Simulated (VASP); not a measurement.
# ZnSe (Fm-3m) in VASP: notebook

ZnSe is run at these levels: PBE; tasks: single point.

Program: VASP 6.6.1. These are calculated values, not measurements. Logs are shortened: lines on timing, memory, paths and dates and some standing lists are left out, and cuts for length are marked.

### Step 1. The cell of the first run

Symmetry: Fm-3m, No. 225, cubic system. Conventional cell: a = 4.983 Å, b = 4.983 Å, c = 4.983 Å, α = 90.00°, β = 90.00°, γ = 90.00°. Within 3.3 Å of Se (site symmetry m-3m) lie 6 Zn at 2.49 Å. Within 3.3 Å of Zn (site symmetry m-3m) lie 6 Se at 2.49 Å.

### Step 2. Single point, PBE (volume scaled by 0.800)

INCAR

```
SYSTEM = ZnSe
PREC = Accurate
ENCUT = 520
EDIFF = 1E-6
ISMEAR = 0
SIGMA = 0.05
LREAL = .FALSE.
LASPH = .TRUE.
NELM = 80
ALGO = Normal
ISIF = 2
LWAVE = .FALSE.
LCHARG = .FALSE.
GGA = PE
NBANDS = 16
```

KPOINTS

```
regular mesh
0
G
  12 12 12
  0 0 0
```

POSCAR

```
ZnSe
1.0
    0.0000000000      2.4916091480      2.4916091480
    2.4916091480      0.0000000000      2.4916091480
    2.4916091480      2.4916091480      0.0000000000
Se Zn
1 1
Direct
    0.0000000000      0.0000000000      0.0000000000
    0.5000000000      0.5000000000      0.5000000000
```

Potentials or basis: VASP PAW PBE potentials, release 64 (Se, Zn).

Launch:

```console
cat potpaw_PBE.64/Se/POTCAR potpaw_PBE.64/Zn/POTCAR > POTCAR
mpirun -np 1 vasp_std > vasp.out
```

OUTCAR:

```text
SYSTEM = ZnSe
   PREC = Accurate
   ENCUT = 520
   EDIFF = 1E-6
   ISMEAR = 0
   LREAL = .FALSE.
   LASPH = .TRUE.
   NELM = 80
   ISIF = 2
   GGA = PE

 ion  position               nearest neighbor table
   1  0.000  0.000  0.000-   2 2.49   2 2.49   2 2.49   2 2.49   2 2.49   2 2.49
   2  0.500  0.500  0.500-   1 2.49   1 2.49   1 2.49   1 2.49   1 2.49   1 2.49

  LATTYP: Found a face centered cubic cell.
 ALAT       =     4.9832182960

  Lattice vectors:

 A1 = (   0.0000000000,   2.4916091480,   2.4916091480)
 A2 = (   2.4916091480,   0.0000000000,   2.4916091480)
 A3 = (   2.4916091480,   2.4916091480,   0.0000000000)

Analysis of symmetry for initial positions (statically):
=====================================================================
 Subroutine PRICEL returns:
 Original cell was already a primitive cell.

 Routine SETGRP: Setting up the symmetry group for a
 face centered cubic supercell.

 Subroutine GETGRP returns: Found 48 space group operations
 (whereof 48 operations were pure point group operations)
 out of a pool of 48 trial point group operations.

The static configuration has the point symmetry O_h .

Analysis of symmetry for dynamics (positions and initial velocities):
=====================================================================
 Subroutine PRICEL returns:
 Original cell was already a primitive cell.

 Routine SETGRP: Setting up the symmetry group for a
 face centered cubic supercell.

 Subroutine GETGRP returns: Found 48 space group operations
 (whereof 48 operations were pure point group operations)
 out of a pool of 48 trial point group operations.

The dynamic configuration has the point symmetry O_h .

 Subroutine INISYM returns: Found 48 space group operations
 (whereof 48 operations are pure point group operations),
 and found     1 'primitive' translations

----------------------------------------------------------------------------------------

                                     Primitive cell

  volume of cell :      30.9364

  direct lattice vectors                    reciprocal lattice vectors
     0.000000000  2.491609148  2.491609148    -0.200673529  0.200673529  0.200673529
     2.491609148  0.000000000  2.491609148     0.200673529 -0.200673529  0.200673529
     2.491609148  2.491609148  0.000000000     0.200673529  0.200673529 -0.200673529

  length of vectors
     3.523667449  3.523667449  3.523667449     0.347576748  0.347576748  0.347576748

  position of ions in fractional coordinates (direct lattice)
     0.000000000  0.000000000  0.000000000
     0.500000000  0.500000000  0.500000000

  ion indices of the primitive-cell ions
   primitive index   ion index
                 1           1
                 2           2

----------------------------------------------------------------------------------------

 KPOINTS: regular mesh

Automatic generation of k-mesh.
 Grid dimensions read from file:
 generate k-points for:   12   12   12

 Generating k-lattice:

  Cartesian coordinates                     Fractional coordinates (reciprocal lattice)
    -0.016722794  0.016722794  0.016722794     0.083333333  0.000000000  0.000000000
     0.016722794 -0.016722794  0.016722794     0.000000000  0.083333333  0.000000000
     0.016722794  0.016722794 -0.016722794     0.000000000  0.000000000  0.083333333

  Length of vectors
     0.028964729  0.028964729  0.028964729

  Shift w.r.t. Gamma in fractional coordinates (k-lattice)
     0.000000000  0.000000000  0.000000000

 Subroutine IBZKPT returns following result:
 ===========================================

 Found     72 irreducible k-points:

 Following reciprocal coordinates:
            Coordinates               Weight
  0.000000  0.000000  0.000000      1.000000
  0.083333  0.000000  0.000000      8.000000
  0.166667  0.000000  0.000000      8.000000
  0.250000  0.000000  0.000000      8.000000
  0.333333  0.000000  0.000000      8.000000
  0.416667  0.000000  0.000000      8.000000
[... 16 lines left out ...]
  0.500000  0.166667  0.000000     24.000000
 -0.416667  0.166667  0.000000     24.000000
 [... further k-points ...]
   k-points           NKPTS =     72   k-points in BZ     NKDIM =     72   number of bands    NBANDS=     16
   number of dos      NEDOS =    301   number of ions     NIONS =      2
   total plane-waves  NPLWV =  21952
   dimension x,y,z NGX =    28 NGY =   28 NGZ =   28
   dimension x,y,z NGXF=    56 NGYF=   56 NGZF=   56
   ions per type =               1   1
   NGX,Y,Z   is equivalent  to a cutoff of  13.21, 13.21, 13.21 a.u.
   NGXF,Y,Z  is equivalent  to a cutoff of  26.42, 26.42, 26.42 a.u.
 SYSTEM =  ZnSe
   PREC   = accura    normal or accurate (medium, high low for compatibility)
   ISTART =      0    job   : 0-new  1-cont  2-samecut
   ICHARG =      2    charge: 1-file 2-atom 10-const
   ISPIN  =      1    spin polarized calculation?
   LNONCOLLINEAR =      F non collinear calculations
   LSORBIT =      F    spin-orbit coupling
   LASPH  =      T    aspherical Exc in radial PAW
   ENCUT  =  520.0 eV  38.22 Ry    6.18 a.u.   6.55  6.55  6.55*2*pi/ulx,y,z
   NELM   =     80;   NELMIN=  2; NELMDL= -5     # of ELM steps
   EDIFF  = 0.1E-05   stopping-criterion for ELM
   LREAL  =      F    real-space projection
   EDIFFG = 0.1E-04   stopping-criterion for IOM
   NSW    =      0    number of steps for IOM
   IBRION =     -1    ionic relax: 0-MD 1-quasi-New 2-CG
   NFREE  =      0    steps in history (QN), initial steepest desc. (CG)
   ISIF   =      2    stress and relaxation
   ISYM   =      2    0-nonsym 1-usesym 2-fastsym
   POTIM  = 0.5000    time-step for ionic-motion
   TEBEG  =    0.0;   TEEND  =   0.0 temperature during run
   PSTRESS=    0.0 pullay stress
   NELECT =      18.0000    total number of electrons
   NUPDOWN=      -1.0000    fix difference up-down
   EMIN   =  10.00;   EMAX   =-10.00  energy-range for DOS
   EFERMI =   0.00;   METHOD = LEGACY
   ISMEAR =     0;   SIGMA  =   0.05  broadening in eV -4-tet -1-fermi 0-gaus
   EFERMI_NEDOS =   21; number of points for ismear=-14 and -15
   IALGO  =     38    algorithm
   IMIX   =      4    mixing-type and parameters
     AMIX     =   0.40;   BMIX     =  1.00
     AMIX_MAG =   1.60;   BMIX_MAG =  1.00
  volume/ion in A,a.u.               =      15.47       104.38
  Fermi-wavevector in a.u.,A,eV,Ry     =   1.366708  2.582704 25.414198  1.867891
  Thomas-Fermi vector in A             =   2.492825
   LORBIT       =      0    0 simple, 1 ext, 2 COOP (PROOUT), +10 PAW based schemes
   GGA     = PE    functional components
   LHFCALC =     F    Hartree Fock is set to
   AEXX    =    0.0000 exact exchange contribution
   IVDW    =     0    specifies the selected vdW correction
   LEPSILON=     F    determine dielectric tensor
   LRPA    =     F    only Hartree local field effects (RPA)
 non-spin polarized calculation
 Gauss-broadening in eV      SIGMA  =   0.05
  energy-cutoff  :      520.00
  volume of cell :       30.94
 maximum number of plane-waves:       869
 NGX is ok and might be reduce to    28
   NGX = 13   NGY = 13   NGZ = 13

 number of electron      18.0000001 magnetization

 Free energy of the ion-electron system (eV)
  ---------------------------------------------------
  ext. energy  EPLUGINS =         0.00000000
  ---------------------------------------------------
  free energy    TOTEN  =        -4.88532026 eV

  energy without entropy =       -4.88402334  energy(sigma->0) =       -4.88467180

 E-fermi :   5.5183     XC(G=0): -11.5112

 val. band max:        5.5061599883   @ k =  -0.4167   0.5000   0.0833
 cond. band min:       5.5246634313   @ k =  -0.2500   0.1667   0.0000
 fundamental gap:      0.0185034430
 Fermi energy:         5.5183285800

 k-point     1 :       0.0000    0.0000    0.0000
  band No.  band energies     occupation
      1     -10.1762      2.00000
      2      -1.7645      2.00000
      3      -1.7645      2.00000
      4      -1.7460      2.00000
      5      -1.7460      2.00000
      6      -1.7460      2.00000
[... 8 lines left out ...]
     15      16.4165      0.00000
     16      16.4176      0.00000

 k-point     2 :       0.0833    0.0000    0.0000
  band No.  band energies     occupation
      1     -10.0786      2.00000
      2      -1.7930      2.00000
      3      -1.7930      2.00000
      4      -1.7611      2.00000
      5      -1.7348      2.00000
      6      -1.7348      2.00000
[... 8 lines left out ...]
     15      15.4639      0.00000
     16      16.2036      0.00000

 k-point     3 :       0.1667    0.0000    0.0000
  band No.  band energies     occupation
      1      -9.7928      2.00000
      2      -1.8741      2.00000
      3      -1.8741      2.00000
      4      -1.8167      2.00000
      5      -1.6990      2.00000
      6      -1.6990      2.00000
[... 8 lines left out ...]
     15      15.3780      0.00000
     16      15.7813      0.00000

 k-point     4 :       0.2500    0.0000    0.0000
  band No.  band energies     occupation
      1      -9.3441      2.00000
      2      -1.9821      2.00000
      3      -1.9821      2.00000
      4      -1.9597      2.00000
      5      -1.6490      2.00000
      6      -1.6490      2.00000
[... 8 lines left out ...]
     15      16.3237      0.00000
     16      16.3237      0.00000
[... 324 lines left out ...]
 k-point    22 :       0.4167    0.1667    0.0000
  band No.  band energies     occupation
      1      -8.4004      2.00000
      2      -2.4583      2.00000
      3      -2.0234      2.00000
      4      -1.9901      2.00000
      5      -1.5963      2.00000
      6      -1.5491      2.00000
[... 8 lines left out ...]
     15      20.1761      0.00000
     16      20.5411      0.00000

 k-point    23 :       0.5000    0.1667    0.0000
  band No.  band energies     occupation
      1      -8.0073      2.00000
      2      -2.7248      2.00000
      3      -2.1018      2.00000
      4      -2.0800      2.00000
      5      -1.5527      2.00000
      6      -1.5351      2.00000
[... 8 lines left out ...]
     15      20.7669      0.00000
     16      20.9016      0.00000

 k-point    24 :      -0.4167    0.1667    0.0000
  band No.  band energies     occupation
      1      -7.9355      2.00000
      2      -2.8205      2.00000
      3      -2.1336      2.00000
      4      -2.0786      2.00000
      5      -1.5494      2.00000
      6      -1.5261      2.00000
[... 8 lines left out ...]
     15      18.9876      0.00000
     16      19.8082      0.00000

 [... further k-points ...]
[... 5 lines left out ...]
  --------------------------------------------------------------------------------------
  -------------------------------------------------------------------------------------
  Total        5.1865572      5.1865572      5.1865572      0.0000000      0.0000000     -0.0000000
  in kB      268.6086570    268.6086570    268.6086570      0.0000000      0.0000000     -0.0000000
  external PRESSURE =     268.6086570 kB  Pullay stress =       0.0000000 kB

 VOLUME and BASIS-vectors are now :
 -----------------------------------------------------------------------------
  energy-cutoff  :      520.00
  volume of cell :       30.94
      direct lattice vectors                 reciprocal lattice vectors
     0.000000000  2.491609148  2.491609148    -0.200673529  0.200673529  0.200673529
     2.491609148  0.000000000  2.491609148     0.200673529 -0.200673529  0.200673529
     2.491609148  2.491609148  0.000000000     0.200673529  0.200673529 -0.200673529

 POSITION                                       TOTAL-FORCE (eV/Angst)
 -----------------------------------------------------------------------------------
      0.00000      0.00000      0.00000        -0.000000      0.000000     -0.000000
      2.49161      2.49161      2.49161         0.000000     -0.000000      0.000000
 -----------------------------------------------------------------------------------
    total drift:                                0.000000      0.000000      0.000000

  FREE ENERGIE OF THE ION-ELECTRON SYSTEM (eV)
  ---------------------------------------------------
  free  energy   TOTEN  =        -4.8853202586 eV

  energy  without entropy=       -4.8840233394  energy(sigma->0) =       -4.88467180
```

Run time: 57 s. Hardware: 1 thread of Intel Xeon 8259CL, shared host; peak memory 0.18 GiB.

What came out:

| Item | Value |
| --- | --- |
| Free energy | -4.8853 eV |
| Pressure | 26.9 GPa |
| Band gap on the k mesh | zero (band 9 reaches 5.59 eV, above the bottom of band 10 at 4.38 eV) |

### Step 3. Single point, PBE (volume scaled by 0.840)

INCAR

```
SYSTEM = ZnSe
  PREC = Accurate
  ENCUT = 520
  EDIFF = 1E-6
  ISMEAR = 0
  SIGMA = 0.05
  LREAL = .False.
  LASPH = .True.
  NELM = 100
  ALGO = Normal
  ISIF = 2
  LWAVE = .False.
  LCHARG = .False.
  GGA = PE
  NBANDS = 16
```

KPOINTS

```
Automatic mesh
0
Gamma
  12 12 12
  0 0 0
```

POSCAR

```
ZnSe
1.0
    0.0000000000      2.5324624606      2.5324624606
    2.5324624606      0.0000000000      2.5324624606
    2.5324624606      2.5324624606      0.0000000000
Se Zn
1 1
Direct
    0.0000000000      0.0000000000      0.0000000000
    0.5000000000      0.5000000000      0.5000000000
```

Potentials or basis: VASP PAW PBE potentials, release 64 (Se, Zn).

Launch:

```console
cat potpaw_PBE.64/Se/POTCAR potpaw_PBE.64/Zn/POTCAR > POTCAR
mpirun -np 1 vasp_std > vasp.out
```

Run time: 64 s. Hardware: 1 thread of Intel Xeon 8259CL, shared host; peak memory 0.18 GiB.

It converged, with:

```yaml
Free_energy: -5.1043 eV
Pressure: 18.8 GPa
Band_gap_on_the_k_mesh: zero (band 9 reaches 5.00 eV, above the bottom of band 10 at 3.83 eV)
```

Levels at points of the mesh, in eV from the Fermi level:
```tsv
k point	band 6	band 7	band 8	band 9	band 10	band 11	band 12	band 13
(0.00, 0.00, 0.00)	-7.07	-0.65	-0.65	-0.65	1.88	8.58	8.58	8.58
(0.50, 0.00, 0.00)	-6.89	-6.23	-0.10	-0.10	3.30	4.82	4.82	7.46
(0.50, 0.50, 0.00)	-6.34	-6.33	-3.15	-3.15	-1.10	4.52	12.68	12.68
```

### Step 4. Single point, PBE (volume scaled by 0.880)

INCAR

```
SYSTEM = ZnSe
PREC = Accurate
ENCUT = 520
EDIFF = 1E-6
ISMEAR = 0
SIGMA = 0.05
LREAL = .False.
LASPH = .True.
NELM = 80
ALGO = Normal
ISIF = 2
LWAVE = .False.
LCHARG = .False.
GGA = PE
NBANDS = 16
```

KPOINTS is that of step 3.

POSCAR

```
ZnSe
1.0
    0.0000000000      2.5720385789      2.5720385789
    2.5720385789      0.0000000000      2.5720385789
    2.5720385789      2.5720385789      0.0000000000
Se Zn
1 1
Direct
    0.0000000000      0.0000000000      0.0000000000
    0.5000000000      0.5000000000      0.5000000000
```

Launch:

```console
cat potpaw_PBE.64/Se/POTCAR potpaw_PBE.64/Zn/POTCAR > POTCAR
mpirun -np 1 vasp_std > vasp.out
```

Run time: 64 s. Hardware: 1 thread of Intel Xeon 8259CL, shared host; peak memory 0.18 GiB.

It converged, with:

* Free energy: -5.2542 eV
* Pressure: 12.4 GPa
* Band gap on the k mesh: zero (band 9 reaches 4.47 eV, above the bottom of band 10 at 3.33 eV)

Levels at points of the mesh, in eV from the Fermi level:
| k point | band 5 | band 6 | band 7 | band 8 | band 9 | band 10 | band 11 | band 12 | band 13 | band 14 |
| --- | --- | --- | --- | --- | --- | --- | --- | --- | --- | --- |
| (0.00, 0.00, 0.00) | -6.90 | -6.90 | -0.59 | -0.59 | -0.59 | 1.53 | 8.59 | 8.59 | 8.59 | 10.44 |
| (0.50, 0.00, 0.00) | -6.75 | -6.75 | -6.06 | -0.10 | -0.10 | 3.31 | 4.88 | 4.88 | 7.13 | 13.16 |
| (0.50, 0.50, 0.00) | -6.69 | -6.27 | -5.94 | -2.93 | -2.93 | -1.07 | 4.66 | 12.27 | 12.27 | 12.83 |

### Step 5. Overview

| cell | gap on the mesh (eV) | pressure (GPa) |
| --- | --- | --- |
| a = 3.524 Å, angles 60.0°, 2 atoms | none | 26.9 |
| a = 3.581 Å, angles 60.0°, 2 atoms | none | 18.8 |
| a = 3.637 Å, angles 60.0°, 2 atoms | none | 12.4 |

Alike in all rows: task single point; level PBE; potentials or basis VASP PAW PBE potentials, release 64 (Se, Zn); no spin polarisation; k mesh 12 × 12 × 12; cutoff (eV) 520; smearing gaussian 0.05 eV.

Total energies depend on the potentials used, so only differences within one code and one set of settings carry meaning.
